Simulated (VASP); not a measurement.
# InP: single point with PBE

The system is InP.

```xyz
2
Lattice="0.0000 2.9305 2.9305 2.9305 0.0000 2.9305 2.9305 2.9305 0.0000" Properties=species:S:1:pos:R:3 pbc="T T T"
In    0.0000    0.0000    0.0000
P     4.3958    4.3958    4.3958
```

```json
{
 "Program": "VASP 6.6.1",
 "Task": "single point",
 "Functional": "PBE",
 "Potentials or basis": "VASP PAW PBE potentials, release 64 (In_d, P)",
 "Cutoff": "520 eV",
 "k mesh": "6 × 6 × 6",
 "Occupations": "gaussian, width 0.05 eV",
 "Spin": "non-collinear spin, zero start, spin-orbit coupling",
 "Starting moments": "[[0.0, 0.0, 0.0], [0.0, 0.0, 0.0]] μB"
}
```

```yaml
Pressure: 3.2 GPa
Net_moment: 0.00 μB per cell
Valence_electrons_inside_the_program's_atomic_spheres: In 11.50; P 2.53
```

Moments on the atoms (μB; x, y, z):
```
In  0.00 0.00 0.00
P   0.00 0.00 0.00
```

It took 43 s on 1 thread of AMD EPYC 9R45 96-Core Processor (Zen 5), on a shared host, peak memory 0.29 GiB.

Caveat: the cell stands under pressure.
